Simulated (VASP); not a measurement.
MgS, 2 atoms in the cell. The structure is cubic, space group Fm-3m (No. 225). Conventional cell: a = 4.964 Å, b = 4.964 Å, c = 4.964 Å, α = 90.00°, β = 90.00°, γ = 90.00°. Mg (site symmetry m-3m) has 6 S at 2.48 Å within 3.3 Å. Within 3.3 Å of S (site symmetry m-3m) lie 6 Mg at 2.48 Å. 

| Quantity | Value |
| --- | --- |
| Program | VASP 6.6.1 |
| Task | single point |
| Functional | LDA |
| Potentials or basis | VASP PAW LDA potentials, release 64 (Mg, S) |
| Cutoff | 520 eV |
| k mesh | 8 × 8 × 8 |
| Occupations | gaussian, width 0.01 eV |
| Spin | no spin polarisation |
| Dipole correction | no |
| Further INCAR settings | ALGO = Normal; EDIFF = 1e-06; NBANDS = 11 |

Potentials or basis: VASP PAW LDA potentials, release 64 (Mg, S).

Launch:

```bash
$ cat potpaw_LDA.64/Mg/POTCAR potpaw_LDA.64/S/POTCAR > POTCAR
$ mpirun -np 1 vasp_std > vasp.out
```

Hardware: 1 thread of AMD EPYC 7R43 64-Core Processor (Zen 3), with other jobs on the host.

Task: Estimate the wall time of this run.

Result: It took 9.5 s on 1 thread of AMD EPYC 7R43 64-Core Processor (Zen 3), with other jobs on the host, peak memory 0.11 GiB. Counts: scf iterations 12, k points 29.
